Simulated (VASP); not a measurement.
The system is PbSe (Clausthalite).

```
Pb Se
1.0
     0.00000    3.06065    3.06065
     3.06065    0.00000    3.06065
     3.06065    3.06065    0.00000
Pb Se
1 1
Cartesian
  0.0000 0.0000 0.0000
  3.0606 3.0606 3.0606
```

```yaml
Program: VASP 6.6.1
Task: relaxation of cell and atoms
Functional: RPBE
Potentials_or_basis: VASP PAW PBE potentials, release 64 (Pb_d, Se)
Cutoff: 600 eV
k_mesh: 8 × 8 × 8
Occupations: fermi-dirac, width 0.05 eV
Spin: no spin polarisation
```

At the start: pressure 4.2 GPa; volume 28.67 Å³/atom.

Q: Where does the relaxation end?

A: Over 3 steps the energy falls by 30.9 meV/atom and the volume is 31.18 Å³/atom (+8.8 %); space group Fm-3m (No. 225, to 0.05 Å).

Step by step:
```csv
step,energy change (eV),largest force (eV/Å),pressure (GPa),volume (Å³)
1,0.0000,0.0000,4.23,57.34
2,-0.0574,0.0000,-0.91,63.85
3,-0.0617,0.0000,0.01,62.37
```

Final structure:
```yaml
crystal:
  lattice:
    - [0.00000, 3.14761, 3.14761]
    - [3.14761, 0.00000, 3.14761]
    - [3.14761, 3.14761, 0.00000]
  atoms:
    - { symbol: Pb, position: [0.00000, 0.00000, 0.00000] }
    - { symbol: Se, position: [0.50000, 0.50000, 0.50000] }
```

The cell as given is a measured one (28.67 Å³/atom); RPBE puts the equilibrium volume +8.8 % from it, thermal expansion not counted.

Caveat: the PAW data sets were made with another functional, which shifts forces and pressure a little.
